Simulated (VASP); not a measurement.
# Mg2BeS3 (Pmm2) in VASP: relaxation of cell and atoms with PBE

Aim: the relaxation of cell and atoms of Mg2BeS3 with PBE.

Program: VASP 6.6.1. These are calculated values, not measurements. Logs are shortened: lines on timing, memory, paths and dates and some standing lists are left out, and cuts for length are marked.

## (1) The cell of the first run

It takes space group Pmm2 (No. 25, orthorhombic). Conventional cell: a = 3.534 Å, b = 3.550 Å, c = 11.721 Å, α = 90.00°, β = 90.00°, γ = 90.00°. Mg (site symmetry mm2) has 4 S at 2.51 Å within 3.3 Å. Mg (site symmetry mm2) has 6 S at 2.60 to 2.87 Å and 4 Be at 2.84 Å and 4 Mg at 3.53 to 3.55 Å within 3.6 Å. Within 2.6 Å of Be (site symmetry mm2) lie 3 S at 1.99 to 2.05 Å. S (site symmetry mm2) has 4 Mg at 2.51 Å within 3.3 Å. S (site symmetry mm2) has 2 Be at 1.99 Å within 2.6 Å. Within 2.7 Å of S (site symmetry mm2) lie 1 Be at 2.05 Å and 4 Mg at 2.60 Å.

The cell was generated, and may not be a known phase.

## (2) Relaxation of cell and atoms, PBE

Input file INCAR:

```
  ALGO = Normal
  EDIFF = 1E-7
  EDIFFG = -0.01
  ENCUT = 600
  GGA = PE
  GGA_COMPAT = False
  IBRION = 2
  ISIF = 3
  ISMEAR = 0
  LASPH = True
  LCHARG = False
  LREAL = False
  LWAVE = False
  NELM = 120
  NELMIN = 4
  NSW = 100
  PREC = Accurate
  SIGMA = 0.02
```

Input file KPOINTS:

```
k-points
0
Gamma
  10 10 4
```

Input file POSCAR:

```
Mg2BeS3
1.0
    3.5341988171      0.0000000000      0.0000000000
    0.0000000000      3.5503569455      0.0000000000
    0.0000000000      0.0000000000     11.7212583206
Mg Be S
2 1 3
Direct
    0.5000000000      0.0000000000      0.0944796580
    0.0000000000      0.0000000000      0.5143858652
    0.5000000000      0.5000000000      0.6289327405
    0.0000000000      0.5000000000      0.1011300518
    0.0000000000      0.5000000000      0.7067212805
    0.5000000000      0.5000000000      0.4543504341
```

Potentials or basis: VASP PAW PBE potentials, release 64 (Mg, Be, S).

The run is started by

```
$ cat potpaw_PBE.64/Mg/POTCAR potpaw_PBE.64/Be/POTCAR potpaw_PBE.64/S/POTCAR > POTCAR
$ mpirun -np 1 vasp_std > vasp.out
```

OUTCAR:

```text
EDIFF = 1E-7
   EDIFFG = -0.01
   ENCUT = 600
   GGA = PE
   IBRION = 2
   ISIF = 3
   ISMEAR = 0
   LASPH = True
   LREAL = False
   NELM = 120
   NELMIN = 4
   NSW = 100
   PREC = Accurate

 ion  position               nearest neighbor table
   1  0.500  0.000  0.094-   4 2.51   4 2.51   4 2.51   4 2.51
   2  0.000  0.000  0.514-   6 2.60   6 2.60   6 2.60   6 2.60   3 2.84   3 2.84   3 2.84   3 2.84
                             5 2.87   5 2.87
   3  0.500  0.500  0.629-   5 1.99   5 1.99   6 2.05   2 2.84   2 2.84   2 2.84   2 2.84
   4  0.000  0.500  0.101-   1 2.51   1 2.51   1 2.51   1 2.51
   5  0.000  0.500  0.707-   3 1.99   3 1.99   2 2.87   2 2.87
   6  0.500  0.500  0.454-   3 2.05   2 2.60   2 2.60   2 2.60   2 2.60

  LATTYP: Found a simple orthorhombic cell.
 ALAT       =     3.5341988171
 B/A-ratio  =     1.0045719353
 C/A-ratio  =     3.3165248836

  Lattice vectors:

 A1 = (   3.5341988171,   0.0000000000,   0.0000000000)
 A2 = (   0.0000000000,   3.5503569455,   0.0000000000)
 A3 = (   0.0000000000,   0.0000000000,  11.7212583206)

Analysis of symmetry for initial positions (statically):
=====================================================================
 Subroutine PRICEL returns:
 Original cell was already a primitive cell.

 Routine SETGRP: Setting up the symmetry group for a
 simple orthorhombic supercell.

 Subroutine GETGRP returns: Found  4 space group operations
 (whereof  4 operations were pure point group operations)
 out of a pool of  8 trial point group operations.

The static configuration has the point symmetry C_2v.

Analysis of symmetry for dynamics (positions and initial velocities):
=====================================================================
 Subroutine PRICEL returns:
 Original cell was already a primitive cell.

 Routine SETGRP: Setting up the symmetry group for a
 simple orthorhombic supercell.

 Subroutine GETGRP returns: Found  4 space group operations
 (whereof  4 operations were pure point group operations)
 out of a pool of  8 trial point group operations.

The dynamic configuration has the point symmetry C_2v.

 Subroutine INISYM returns: Found  4 space group operations
 (whereof  4 operations are pure point group operations),
 and found     1 'primitive' translations

----------------------------------------------------------------------------------------

                                     Primitive cell

  volume of cell :     147.0744

  direct lattice vectors                    reciprocal lattice vectors
     3.534198817  0.000000000  0.000000000     0.282949560  0.000000000  0.000000000
     0.000000000  3.550356945  0.000000000     0.000000000  0.281661820  0.000000000
     0.000000000  0.000000000 11.721258321     0.000000000  0.000000000  0.085315072

  length of vectors
     3.534198817  3.550356945 11.721258321     0.282949560  0.281661820  0.085315072

  position of ions in fractional coordinates (direct lattice)
     0.500000000  0.000000000  0.094479658
     0.000000000  0.000000000  0.514385865
     0.500000000  0.500000000  0.628932740
     0.000000000  0.500000000  0.101130052
     0.000000000  0.500000000  0.706721280
     0.500000000  0.500000000  0.454350434

  ion indices of the primitive-cell ions
   primitive index   ion index
                 1           1
                 2           2
                 3           3
                 4           4
                 5           5
                 6           6

----------------------------------------------------------------------------------------

 KPOINTS: k-points

Automatic generation of k-mesh.
 Grid dimensions read from file:
 generate k-points for:   10   10    4

 Generating k-lattice:

  Cartesian coordinates                     Fractional coordinates (reciprocal lattice)
     0.028294956  0.000000000  0.000000000     0.100000000  0.000000000  0.000000000
     0.000000000  0.028166182  0.000000000     0.000000000  0.100000000  0.000000000
     0.000000000  0.000000000  0.021328768     0.000000000  0.000000000  0.250000000

  Length of vectors
     0.028294956  0.028166182  0.021328768

  Shift w.r.t. Gamma in fractional coordinates (k-lattice)
     0.000000000  0.000000000  0.000000000

 Subroutine IBZKPT returns following result:
 ===========================================

 Found    108 irreducible k-points:

 Following reciprocal coordinates:
            Coordinates               Weight
  0.000000  0.000000  0.000000      1.000000
  0.100000  0.000000  0.000000      2.000000
  0.200000  0.000000  0.000000      2.000000
  0.300000  0.000000  0.000000      2.000000
  0.400000  0.000000  0.000000      2.000000
  0.500000  0.000000  0.000000      1.000000
[... 16 lines left out ...]
  0.400000  0.300000  0.000000      4.000000
  0.500000  0.300000  0.000000      2.000000
 [... further k-points ...]
   k-points           NKPTS =    108   k-points in BZ     NKDIM =    108   number of bands    NBANDS=     16
   number of dos      NEDOS =    301   number of ions     NIONS =      6
   total plane-waves  NPLWV =  75264
   dimension x,y,z NGX =    28 NGY =   28 NGZ =   96
   dimension x,y,z NGXF=    56 NGYF=   56 NGZF=  192
   ions per type =               2   1   3
   NGX,Y,Z   is equivalent  to a cutoff of  13.17, 13.11, 13.62 a.u.
   NGXF,Y,Z  is equivalent  to a cutoff of  26.34, 26.22, 27.23 a.u.
 SYSTEM =  unknown system
   PREC   = accura    normal or accurate (medium, high low for compatibility)
   ISTART =      0    job   : 0-new  1-cont  2-samecut
   ICHARG =      2    charge: 1-file 2-atom 10-const
   ISPIN  =      1    spin polarized calculation?
   LNONCOLLINEAR =      F non collinear calculations
   LSORBIT =      F    spin-orbit coupling
   LASPH  =      T    aspherical Exc in radial PAW
   ENCUT  =  600.0 eV  44.10 Ry    6.64 a.u.   7.06  7.09 23.41*2*pi/ulx,y,z
   NELM   =    120;   NELMIN=  4; NELMDL= -5     # of ELM steps
   EDIFF  = 0.1E-06   stopping-criterion for ELM
   LREAL  =      F    real-space projection
   EDIFFG = -.1E-01   stopping-criterion for IOM
   NSW    =    100    number of steps for IOM
   IBRION =      2    ionic relax: 0-MD 1-quasi-New 2-CG
   NFREE  =      1    steps in history (QN), initial steepest desc. (CG)
   ISIF   =      3    stress and relaxation
   ISYM   =      2    0-nonsym 1-usesym 2-fastsym
   POTIM  = 0.5000    time-step for ionic-motion
   TEBEG  =    0.0;   TEEND  =   0.0 temperature during run
   PSTRESS=    0.0 pullay stress
   NELECT =      24.0000    total number of electrons
   NUPDOWN=      -1.0000    fix difference up-down
   EMIN   =  10.00;   EMAX   =-10.00  energy-range for DOS
   EFERMI =   0.00;   METHOD = LEGACY
   ISMEAR =     0;   SIGMA  =   0.02  broadening in eV -4-tet -1-fermi 0-gaus
   EFERMI_NEDOS =   21; number of points for ismear=-14 and -15
   IALGO  =     38    algorithm
   IMIX   =      4    mixing-type and parameters
     AMIX     =   0.40;   BMIX     =  1.00
     AMIX_MAG =   1.60;   BMIX_MAG =  1.00
  volume/ion in A,a.u.               =      24.51       165.42
  Fermi-wavevector in a.u.,A,eV,Ry     =   0.894608  1.690564 10.889065  0.800324
  Thomas-Fermi vector in A             =   2.016835
   LORBIT       =      0    0 simple, 1 ext, 2 COOP (PROOUT), +10 PAW based schemes
   GGA     = PE    functional components
   LHFCALC =     F    Hartree Fock is set to
   AEXX    =    0.0000 exact exchange contribution
   IVDW    =     0    specifies the selected vdW correction
   LEPSILON=     F    determine dielectric tensor
   LRPA    =     F    only Hartree local field effects (RPA)
 conjugate gradient relaxation of ions
 non-spin polarized calculation
 Gauss-broadening in eV      SIGMA  =   0.02
  energy-cutoff  :      600.00
  volume of cell :      147.07
 maximum number of plane-waves:      4934
   NGX = 15   NGY = 15   NGZ = 47

--------------------------------------- Ionic step        1  -------------------------------------------

 number of electron      23.9999996 magnetization

 Free energy of the ion-electron system (eV)
  ---------------------------------------------------
  ext. energy  EPLUGINS =         0.00000000
  ---------------------------------------------------
  free energy    TOTEN  =       -24.81838098 eV

  energy without entropy =      -24.81838098  energy(sigma->0) =      -24.81838098

------------------------ aborting loop because EDIFF is reached ----------------------------------------

  FORCE on cell =-STRESS in cart. coord.  units (eV):
  Direction    XX          YY          ZZ          XY          YZ          ZX
  --------------------------------------------------------------------------------------
  -------------------------------------------------------------------------------------
  Total       -0.1288020     -0.2423144      0.0784086      0.0000000      0.0000000      0.0000000
  in kB       -1.4031242     -2.6396880      0.8541558      0.0000000      0.0000000      0.0000000
  external PRESSURE =      -1.0628854 kB  Pullay stress =       0.0000000 kB
[... 101 lines left out ...]
  FREE ENERGIE OF THE ION-ELECTRON SYSTEM (eV)
  ---------------------------------------------------
  free  energy   TOTEN  =       -24.8187302218 eV

  energy  without entropy=      -24.8187302218  energy(sigma->0) =      -24.81873022

[... ionic steps 4 to 23 ...]

--------------------------------------- Ionic step       24  -------------------------------------------

 number of electron      23.9999998 magnetization

------------------------ aborting loop because EDIFF is reached ----------------------------------------

  FORCE on cell =-STRESS in cart. coord.  units (eV):
  Direction    XX          YY          ZZ          XY          YZ          ZX
  --------------------------------------------------------------------------------------
  -------------------------------------------------------------------------------------
  Total       -0.0092216     -0.0327517      0.0107634      0.0000000      0.0000000      0.0000000
  in kB       -0.0980183     -0.3481251      0.1144068      0.0000000      0.0000000      0.0000000
  external PRESSURE =      -0.1105788 kB  Pullay stress =       0.0000000 kB
[... 65 lines left out ...]
  energy  without entropy=      -24.8202165388  energy(sigma->0) =      -24.82021654

--------------------------------------- Ionic step       26  -------------------------------------------

 number of electron      23.9999998 magnetization

 Free energy of the ion-electron system (eV)
  ---------------------------------------------------
  ext. energy  EPLUGINS =         0.00000000
  ---------------------------------------------------
  free energy    TOTEN  =       -24.82025228 eV

  energy without entropy =      -24.82025228  energy(sigma->0) =      -24.82025228

 E-fermi :   1.2965     XC(G=0):  -7.4567

 val. band max:        1.2154006666   @ k =   0.5000   0.5000   0.5000
 cond. band min:       1.6512419502   @ k =   0.5000   0.5000   0.5000
 fundamental gap:      0.4358412836
 Fermi energy:         1.2965051828

 k-point     1 :       0.0000    0.0000    0.0000
  band No.  band energies     occupation
      1     -12.5393      2.00000
      2     -11.3722      2.00000
      3     -10.4113      2.00000
      4      -3.8160      2.00000
      5      -2.1648      2.00000
      6      -1.1690      2.00000
[... 8 lines left out ...]
     15       4.3299      0.00000
     16       6.1626      0.00000
[... 420 lines left out ...]
  band No.  band energies     occupation
      1     -11.3313      2.00000
      2     -10.9395      2.00000
      3      -9.3539      2.00000
      4      -4.1423      2.00000
      5      -3.8476      2.00000
      6      -2.7038      2.00000
[... 8 lines left out ...]
     15       4.8439      0.00000
     16       5.9476      0.00000

 [... further k-points ...]

------------------------ aborting loop because EDIFF is reached ----------------------------------------

  FORCE on cell =-STRESS in cart. coord.  units (eV):
  Direction    XX          YY          ZZ          XY          YZ          ZX
  --------------------------------------------------------------------------------------
  -------------------------------------------------------------------------------------
  Total       -0.0416287     -0.0216617      0.0083269      0.0000000      0.0000000      0.0000000
  in kB       -0.4419261     -0.2299590      0.0883974      0.0000000      0.0000000      0.0000000
  external PRESSURE =      -0.1944959 kB  Pullay stress =       0.0000000 kB
[... 21 lines left out ...]
  FREE ENERGIE OF THE ION-ELECTRON SYSTEM (eV)
  ---------------------------------------------------
  free  energy   TOTEN  =       -24.8202522777 eV

  energy  without entropy=      -24.8202522777  energy(sigma->0) =      -24.82025228

 reached required accuracy - stopping structural energy minimisation
```

Run time: 37 min. Hardware: 1 thread of AMD EPYC 9R45 (Zen 5), shared host; peak memory 0.49 GiB.

Results:

* Free energy: -24.8203 eV
* Relaxed volume: 25.15 Å³/atom
* Relaxed cell: a = 3.533 Å, b = 3.544 Å, c = 12.055 Å, α = 90.00°, β = 90.00°, γ = 90.00°
* Space group after relaxing (to 0.1 Å): Pmm2 (No. 25)
* Energy gained by relaxing: 0.3 meV/atom
* Ionic steps: 26
* Pressure after relaxing: 0.0 GPa
* Largest force after relaxing: 0.009 eV/Å
* Band gap on the k mesh: 0.44 eV

Forces on the atoms (eV/Å):
```
Mg   0.000  0.000  0.001
Mg   0.000  0.000  0.009
Be   0.000  0.000  0.001
S    0.000  0.000 -0.001
S    0.000  0.000 -0.007
S    0.000  0.000 -0.003
```

The path:
| step | energy change (eV) | largest force (eV/Å) | pressure (GPa) | volume (Å³) |
| --- | --- | --- | --- | --- |
| 1 | 0.0000 | 0.0184 | -0.11 | 147.07 |
| 2 | -0.0003 | 0.0142 | 0.04 | 146.73 |
| 3 | -0.0003 | 0.0143 | 0.04 | 146.73 |
| 4 | -0.0004 | 0.0165 | 0.02 | 146.83 |
| 5 | -0.0004 | 0.0312 | -0.01 | 146.92 |
| 6 | -0.0004 | 0.0318 | -0.01 | 146.97 |
| 7 | -0.0005 | 0.0336 | -0.01 | 147.11 |
| 8 | -0.0007 | 0.0372 | -0.01 | 147.39 |
| 9 | -0.0009 | 0.0436 | -0.01 | 147.96 |
| 10 | -0.0010 | 0.0217 | 0.02 | 148.04 |
| 11 | -0.0011 | 0.0140 | 0.05 | 148.13 |
| 12 | -0.0011 | 0.0146 | 0.06 | 148.15 |
| 13 | -0.0012 | 0.0135 | 0.04 | 148.33 |
| 14 | -0.0013 | 0.0102 | -0.03 | 148.87 |
| 15 | -0.0013 | 0.0087 | -0.03 | 148.99 |
| 16 | -0.0015 | 0.0150 | -0.04 | 149.36 |
| 17 | -0.0016 | 0.0498 | -0.07 | 150.11 |
| 18 | -0.0016 | 0.0407 | -0.06 | 149.92 |
| 19 | -0.0017 | 0.0310 | -0.03 | 150.02 |
| 20 | -0.0017 | 0.0192 | 0.02 | 150.15 |
| 21 | -0.0017 | 0.0163 | 0.04 | 150.20 |
| 22 | -0.0018 | 0.0145 | 0.03 | 150.31 |
| 23 | -0.0018 | 0.0226 | 0.02 | 150.57 |
| 24 | -0.0018 | 0.0140 | -0.01 | 150.73 |
| 25 | -0.0018 | 0.0102 | -0.03 | 150.87 |
| 26 | -0.0019 | 0.0088 | -0.02 | 150.92 |

Final structure:
```
Mg Be S
1.0
     3.53250    0.00000    0.00000
     0.00000    3.54422    0.00000
     0.00000    0.00000   12.05451
Mg Be S
2 1 3
Direct
  0.50000 0.00000 0.09480
  0.00000 0.00000 0.51661
  0.50000 0.50000 0.62736
  0.00000 0.50000 0.10058
  0.00000 0.50000 0.70307
  0.50000 0.50000 0.45758
```

Levels at points of the mesh, in eV from the valence-band top:
| k point | band 10 | band 11 | band 12 | band 13 | band 14 | band 15 |
| --- | --- | --- | --- | --- | --- | --- |
| (0.00, 0.00, 0.00) | -0.98 | -0.49 | -0.44 | 1.85 | 2.98 | 3.11 |
| (0.50, 0.00, 0.00) | -0.74 | -0.43 | -0.11 | 3.43 | 4.26 | 4.34 |
| (0.00, 0.50, 0.00) | -1.23 | -0.67 | -0.07 | 1.95 | 3.88 | 4.58 |
| (0.50, 0.50, 0.00) | -2.93 | -1.88 | -0.01 | 0.44 | 1.48 | 2.50 |
| (0.00, 0.00, 0.50) | -0.98 | -0.49 | -0.44 | 1.95 | 2.95 | 3.12 |
| (0.50, 0.00, 0.50) | -0.72 | -0.43 | -0.11 | 3.60 | 4.08 | 4.21 |
| (0.00, 0.50, 0.50) | -1.23 | -0.73 | -0.07 | 1.92 | 4.08 | 4.59 |
| (0.50, 0.50, 0.50) | -2.94 | -1.88 | 0.00 | 0.44 | 1.48 | 2.50 |

Caveat: semilocal functionals underestimate gaps, and a narrow one can read as zero.
